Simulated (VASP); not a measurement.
AlNi, 2 atoms in the cell. Symmetry: P4/mmm, No. 123, tetragonal system. The conventional cell has a = 2.651 Å, b = 2.651 Å, c = 2.996 Å, α = 90.00°, β = 90.00°, γ = 90.00°. Al (site symmetry 4/mmm) has 8 Ni at 2.40 Å and 6 Al at 2.65 to 3.00 Å within 3.2 Å. Within 3.2 Å of Ni (site symmetry 4/mmm) lie 8 Al at 2.40 Å and 6 Ni at 2.65 to 3.00 Å.  This cell differs from its parent crystal: strain -0.080 along x and y, +0.040 along z.

```yaml
Program: VASP 6.6.1
Task: single point
Functional: PBEsol
Potentials_or_basis: VASP PAW PBE potentials, release 64 (Al, Ni)
Cutoff: 520 eV
k_mesh: 16 × 16 × 16
Occupations: gaussian, width 0.15 eV
Spin: no spin polarisation
Dipole_correction: no
Further_INCAR_settings: ALGO = Normal; EDIFF = 1e-07; NBANDS = 14
```

Potentials or basis: VASP PAW PBE potentials, release 64 (Al, Ni).

Launch:

```console
$ cat potpaw_PBE.64/Al/POTCAR potpaw_PBE.64/Ni/POTCAR > POTCAR
$ mpirun -np 1 vasp_std > vasp.out
```

Hardware: 1 thread of Intel Xeon 8259CL, on a shared host.

Question: How long does it take, and how much memory?

Answer: It took 98 s on 1 thread of Intel Xeon 8259CL, with other jobs on the host, peak memory 0.23 GiB. Counts: scf iterations 14, k points 405.
